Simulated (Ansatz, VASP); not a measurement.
## Cr: VASP beside Ansatz

File INCAR:

```
AGGAC = 1.0
AGGAX = 1.0
ALDAC = 0.0
ALDAX = 1.0
ALGO = Normal
EDIFF = 1E-7
ENCUT = 520
GGA = B5
ISIF = 2
ISMEAR = -1
LASPH = True
LCHARG = True
LELF = True
LREAL = False
LVHAR = True
LWAVE = False
NBANDS = 32
NELM = 60
PREC = Accurate
SIGMA = 0.1
```

The input KPOINTS:

```
k-points
0
Gamma
  16 16 4
```

The input POSCAR:

```
Cr
1.0
    2.6175080234      0.0000000000      0.0000000000
   -1.3087540117      2.2668284428      0.0000000000
    0.0000000000      0.0000000000      9.2967366614
Cr
4
Direct
    0.0000000000      0.0000000000      1.0000000000
    1.0000000000      1.0000000000      0.5000000000
    0.3333333333      0.6666666667      0.2500000000
    0.6666666667      0.3333333333      0.7500000000
```

Input for Ansatz:

```yaml
crystal:
  lattice:
    - [2.6175080234, 0.0, 0.0]
    - [-1.3087540117, 2.2668284428, 0.0]
    - [0.0, 0.0, 9.2967366614]
  atoms:
    - { symbol: Cr, position: [0.0, 0.0, 1.0] }
    - { symbol: Cr, position: [1.0, 1.0, 0.5] }
    - { symbol: Cr, position: [0.3333333333, 0.6666666667, 0.25] }
    - { symbol: Cr, position: [0.6666666667, 0.3333333333, 0.75] }
hamiltonian:
  xc: blyp
  pseudopotentials:
    kind: paw
    azcp:
      Cr: "pseudopotentials/Cr.paw.azcp"
basis:
  ecutwfc: 420
  fft_grid_basis: typed
kpoints:
  mp_grid: { grid: [16, 16, 4], shift: [0, 0, 0] }
magnetization:
  spin_polarized: false
scf:
  occupations: { method: fermi_dirac, width: 0.1 }
  lower_state_search: "off"
output:
  stress: true
  write_density: true
  write_potential: true
  elf: true
  volumetric_format: npy
```

Alike in both runs: task single point; functional BLYP; k mesh 16 × 16 × 4; occupations fermi-dirac, width 0.1 eV; no spin polarisation.

|  | VASP | Ansatz |
| --- | --- | --- |
| version | VASP 6.6.1 | Ansatz 0.2.0 |
| potentials or method | VASP PAW PBE potentials, release 64 (Cr_pv), cutoff 520 eV | plane waves (420 eV) with PAW, scalar-relativistic |
| valence electrons in the cell | 48 | 56 |

Ansatz gave:

```
pressure (GPa)                                                : -19.0
traceless stress, the component that is largest in VASP (GPa) : 1.56
```

Problem. What did VASP give for the same quantities?

Solution. Pressure (GPa): -19.1; traceless stress, the component that is largest in VASP (GPa): 1.53.

VASP's potentials were made for PBE, not for BLYP. VASP's potentials hold 48 valence electrons a cell and Ansatz's 56, so a difference there can come from the potentials and not from the codes.
